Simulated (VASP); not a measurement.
# Mn (Im-3m) in VASP: notebook, part 2 of 2

VASP 6.6.1.

### 3 Single point, PBE, collinear spin, ferromagnetic start

The input, INCAR:

```
PREC     = Accurate       # precision mode
ENCUT    = 520            # plane-wave cutoff, eV
EDIFF    = 1E-6           # SCF threshold, eV
ISMEAR   = -1             # smearing method
SIGMA    = 0.08           # smearing width, eV
LREAL    = F              # projectors in reciprocal space
LASPH    = T              # aspherical terms in the spheres
NELM     = 150            # most SCF steps
ALGO     = Normal         # electronic algorithm
ISIF     = 2              # what is computed and relaxed
LWAVE    = F              # write WAVECAR
LCHARG   = F              # write CHGCAR
ISPIN    = 2              # spin polarisation
MAGMOM   = 3              # initial moments
LORBIT   = 11             # projections on sites
LMAXMIX  = 4              # l up to which the mixer works
GGA      = PE             # functional
NBANDS   = 16             # bands
```

The input, KPOINTS:

```
regular mesh
0
Gamma
  21 21 21
```

The input, POSCAR:

```
Mn
1.0
   -1.2960214025      1.2960214025      1.2960214025
    1.2960214025     -1.2960214025      1.2960214025
    1.2960214025      1.2960214025     -1.2960214025
Mn
1
Direct
    0.0000000000      0.0000000000      0.0000000000
```

Potentials or basis: VASP PAW PBE potentials, release 64 (Mn_pv).

Run with:

```console
> cat potpaw_PBE.64/Mn_pv/POTCAR > POTCAR
> mpirun -np 1 vasp_std > vasp.out
```

OUTCAR:

```text
PREC = Accurate
   ENCUT = 520
   EDIFF = 1E-6
   ISMEAR = -1
   LREAL = F
   LASPH = T
   NELM = 150
   ISIF = 2
   ISPIN = 2
   LORBIT = 11
   GGA = PE

 ion  position               nearest neighbor table
   1  0.000  0.000  0.000-

  LATTYP: Found a body centered cubic cell.
 ALAT       =     2.5920428050

  Lattice vectors:

 A1 = (  -1.2960214025,   1.2960214025,   1.2960214025)
 A2 = (   1.2960214025,  -1.2960214025,   1.2960214025)
 A3 = (   1.2960214025,   1.2960214025,  -1.2960214025)

Analysis of symmetry for initial positions (statically):
=====================================================================
 Subroutine PRICEL returns:
 Original cell was already a primitive cell.

 Routine SETGRP: Setting up the symmetry group for a
 body centered cubic supercell.

 Subroutine GETGRP returns: Found 48 space group operations
 (whereof 48 operations were pure point group operations)
 out of a pool of 48 trial point group operations.

The static configuration has the point symmetry O_h .

Analysis of symmetry for dynamics (positions and initial velocities):
=====================================================================
 Subroutine PRICEL returns:
 Original cell was already a primitive cell.

 Routine SETGRP: Setting up the symmetry group for a
[... 630 lines left out ...]
     15      48.5023      0.00000
     16      51.6037      0.00000

 [... further k-points ...]

 spin component 2

 k-point     1 :       0.0000    0.0000    0.0000
  band No.  band energies     occupation
      1     -33.6670      1.00000
      2     -33.6670      1.00000
      3     -33.6670      1.00000
      4       4.6196      1.00000
      5      12.1198      1.00000
      6      12.1198      1.00000
[... 435 lines left out ...]
      5      11.1550      1.00000
      6      11.5144      1.00000
[... 8 lines left out ...]
     15      48.5023      0.00000
     16      51.6037      0.00000

 [... further k-points ...]
[... 5 lines left out ...]
  --------------------------------------------------------------------------------------
  -------------------------------------------------------------------------------------
  Total        5.1989787      5.1989787      5.1989787      0.0000000      0.0000000      0.0000000
  in kB      956.6038076    956.6038076    956.6038076      0.0000000      0.0000000      0.0000000
  external PRESSURE =     956.6038076 kB  Pullay stress =       0.0000000 kB

 VOLUME and BASIS-vectors are now :
 -----------------------------------------------------------------------------
  energy-cutoff  :      520.00
  volume of cell :        8.71
      direct lattice vectors                 reciprocal lattice vectors
    -1.296021403  1.296021403  1.296021403     0.000000000  0.385796098  0.385796098
     1.296021403 -1.296021403  1.296021403     0.385796098  0.000000000  0.385796098
     1.296021403  1.296021403 -1.296021403     0.385796098  0.385796098  0.000000000

 POSITION                                       TOTAL-FORCE (eV/Angst)
 -----------------------------------------------------------------------------------
      0.00000      0.00000      0.00000        -0.000000      0.000000      0.000000
 -----------------------------------------------------------------------------------
    total drift:                                0.000000      0.000000      0.000000

  FREE ENERGIE OF THE ION-ELECTRON SYSTEM (eV)
  ---------------------------------------------------
  free  energy   TOTEN  =        -8.3477021202 eV

  energy  without entropy=       -8.3128673892  energy(sigma->0) =       -8.33028475

 total charge

# of ion       s       p       d       tot
------------------------------------------
    1        0.512   6.575   5.400  12.487

 magnetization (x)

# of ion       s       p       d       tot
------------------------------------------
    1        0.000   0.000   0.000   0.000
```

OSZICAR:

```text
N       E                     dE             d eps       ncg     rms          rms(c)
DAV:   1     0.773224898782E+02    0.77322E+02   -0.67636E+03 19072   0.115E+03
DAV:   2    -0.710332786022E+01   -0.84426E+02   -0.79699E+02 20312   0.271E+02
DAV:   3    -0.865521165917E+01   -0.15519E+01   -0.15494E+01 20880   0.390E+01
DAV:   4    -0.865853302023E+01   -0.33214E-02   -0.33213E-02 21328   0.178E+00
DAV:   5    -0.865854500313E+01   -0.11983E-04   -0.11985E-04 20424   0.943E-02    0.217E+01
DAV:   6    -0.833378001535E+01    0.32476E+00   -0.13829E+00 20016   0.244E+01    0.353E+00
DAV:   7    -0.834032920483E+01   -0.65492E-02   -0.55026E-02 19600   0.258E+00    0.199E+00
DAV:   8    -0.834871522195E+01   -0.83860E-02   -0.50027E-03 20864   0.958E-01    0.836E-01
DAV:   9    -0.834669113149E+01    0.20241E-02   -0.15229E-03 19720   0.547E-01    0.268E-01
DAV:  10    -0.834730236375E+01   -0.61123E-03   -0.31623E-04 20520   0.179E-01    0.141E-01
DAV:  11    -0.834750417187E+01   -0.20181E-03   -0.96291E-05 22072   0.127E-01    0.859E-02
DAV:  12    -0.834767806848E+01   -0.17390E-03   -0.14662E-04 19376   0.152E-01    0.297E-02
DAV:  13    -0.834768872134E+01   -0.10653E-04   -0.11478E-05 19928   0.280E-02    0.234E-02
DAV:  14    -0.834770002738E+01   -0.11306E-04   -0.89684E-06 19880   0.380E-02    0.990E-03
DAV:  15    -0.834770172478E+01   -0.16974E-05   -0.18374E-06 15104   0.180E-02    0.311E-03
DAV:  16    -0.834770212021E+01   -0.39543E-06   -0.40771E-07  9328   0.905E-03
   1 F= -.83477021E+01 E0= -.83302848E+01  d E =-.348347E-01  mag=     0.0001
```

stdout:

```text
POSCAR found type information on POSCAR Mn
 POSCAR found :  1 types and       1 ions
 scaLAPACK will be used
 LDA part: xc-table for (Slater+PW92), standard interpolation
 POSCAR, INCAR and KPOINTS ok, starting setup
 FFT: planning ... GRIDC
 FFT: planning ... GRID_SOFT
 FFT: planning ... GRID
 WAVECAR not read
 entering main loop
```

It took 47 s on 1 thread of Intel Xeon 6975P-C (Granite Rapids), shared host; peak memory 0.17 GiB.

What came out:

- Free energy: -8.3477 eV
- Pressure: 95.7 GPa
- Net moment: 0.00 μB per cell
- Valence electrons inside the program's atomic spheres: Mn 12.49

Caveat: the cell stands under pressure.
